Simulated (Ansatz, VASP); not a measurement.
## One calculation of HPt6, two programs

File INCAR:

```
SYSTEM = HPt6
PREC     = Accurate       ! precision mode
ENCUT    = 520            ! plane-wave cutoff, eV
EDIFF    = 1E-6           ! SCF threshold, eV
ISMEAR   = 0              ! smearing method
SIGMA    = 0.1            ! smearing width, eV
LREAL    = .FALSE.        ! projectors in reciprocal space
LASPH    = .TRUE.         ! aspherical terms in the spheres
NELM     = 100            ! most SCF steps
ALGO     = Normal         ! electronic algorithm
ISIF     = 2              ! what is computed and relaxed
LWAVE    = .FALSE.        ! write WAVECAR
LCHARG   = .TRUE.         ! write CHGCAR
LDIPOL   = .TRUE.       
IDIPOL   = 3            
DIPOL    = 0.5 0.5 0.310
GGA      = PE             ! functional
LELF     = .TRUE.         ! ELF
LVHAR    = .TRUE.       
LVACPOTAV= .TRUE.       
NBANDS   = 74             ! bands
```

File KPOINTS:

```
Automatic mesh
0
G
  6 6 1
  0 0 0
```

POSCAR

```
HPt6
1.0
    5.6143281343      0.0000000000      0.0000000000
   -2.8071640672      4.8621507895      0.0000000000
    0.0000000000      0.0000000000     22.6192653717
Pt H
12 2
Direct
    0.3333333333      0.1666666667      0.1768404028
    0.3333333333      0.6666666667      0.1768404028
    0.8333333333      0.1666666667      0.1768404028
    0.8333333333      0.6666666667      0.1768404028
    0.1666666667      0.3333333333      0.2789526245
    0.1666666667      0.8333333333      0.2789526245
    0.6666666667      0.3333333333      0.2789526245
    0.6666666667      0.8333333333      0.2789526245
    0.0000000000      0.0000000000      0.3810585901
    0.0000000000      0.5000000000      0.3810585901
    0.5000000000      0.0000000000      0.3810585901
    0.5000000000      0.5000000000      0.3810585901
    0.2165785766      0.4331571533      0.4960048519
    0.2834214234      0.5668428467      0.4960048519
```

Input for Ansatz:

```yaml
crystal:
  lattice:
    - [5.6143281343, 0.0, 0.0]
    - [-2.8071640672, 4.8621507895, 0.0]
    - [0.0, 0.0, 22.6192653717]
  atoms:
    - { symbol: Pt, position: [0.3333333333, 0.1666666667, 0.1768404028] }
    - { symbol: Pt, position: [0.3333333333, 0.6666666667, 0.1768404028] }
    - { symbol: Pt, position: [0.8333333333, 0.1666666667, 0.1768404028] }
    - { symbol: Pt, position: [0.8333333333, 0.6666666667, 0.1768404028] }
    - { symbol: Pt, position: [0.1666666667, 0.3333333333, 0.2789526245] }
    - { symbol: Pt, position: [0.1666666667, 0.8333333333, 0.2789526245] }
    - { symbol: Pt, position: [0.6666666667, 0.3333333333, 0.2789526245] }
    - { symbol: Pt, position: [0.6666666667, 0.8333333333, 0.2789526245] }
    - { symbol: Pt, position: [0.0, 0.0, 0.3810585901] }
    - { symbol: Pt, position: [0.0, 0.5, 0.3810585901] }
    - { symbol: Pt, position: [0.5, 0.0, 0.3810585901] }
    - { symbol: Pt, position: [0.5, 0.5, 0.3810585901] }
    - { symbol: H, position: [0.2165785766, 0.4331571533, 0.4960048519] }
    - { symbol: H, position: [0.2834214234, 0.5668428467, 0.4960048519] }
basis:
  ecutwfc: 420
kpoints:
  mp_grid: { grid: [6, 6, 1] }
hamiltonian:
  xc: pbe
  pseudopotentials: { kind: paw, azcp: { folder: soft_1 } }
scf:
  occupations: { method: gaussian, width: 0.1 }
output:
  forces: true
  eigenvalues: true
efield:
  axis: 3
  dipole_correction: true
  ramp_width: 0.04
```

Alike in both runs: task single point; functional PBE; k mesh 6 × 6 × 1; occupations gaussian, width 0.1 eV; no spin polarisation.

|  | VASP | Ansatz |
| --- | --- | --- |
| version | VASP 6.6.1 | Ansatz 0.2.0 |
| potentials or method | VASP PAW PBE potentials, release 64 (Pt, H), cutoff 520 eV | scalar-relativistic, plane waves, PAW |
| valence electrons in the cell | 122 | 218 |

VASP gave:

| Item | Value |
| --- | --- |
| gap on the k mesh at the Fermi level (eV) | none |
| rms of the force components (eV/Å) | 1.089 |
| work function, face that differs most (eV) | 5.55 |

Which values does Ansatz return?

gap on the k mesh at the Fermi level (eV): none; rms of the force components (eV/Å): 1.082; work function, face that differs most (eV): 5.55.

Atom by atom the forces differ by 0.011 eV/Å (rms over components). A gap of «none» marks a metal or a gap that the smearing closes. With one functional, cell and mesh, what is left measures potentials, basis and numerics. VASP's potentials hold 122 valence electrons a cell and Ansatz's 218, so a difference there can come from the potentials and not from the codes.

Neither program's run includes spin-orbit coupling.
